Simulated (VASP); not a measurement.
Runs of VASP 6.6.1 on LiH. The structure is that of space group Fm-3m (No. 225), or close to it. The cells are those of the table. 

```csv
cell,gap on the mesh (eV)
"a = 2.833 Å, angles 60.0°, 2 atoms",3.97
"a = 2.861 Å, angles 59.3°, 2 atoms",(a)
"a = 2.840, b = 2.840, c = 2.833 Å, angles 60.1, 60.1, 59.8°, 2 atoms",3.91
"a = 2.842, b = 2.842, c = 2.861 Å, angles 59.8, 59.8, 60.4°, 2 atoms",3.84
"a = 2.748 Å, angles 60.0°, 2 atoms",3.91
```

Alike in all rows: no spin polarisation; smearing gaussian 0.01 eV.

Estimate the missing entries.

(a) 3.98.

A k mesh can miss the band edges.
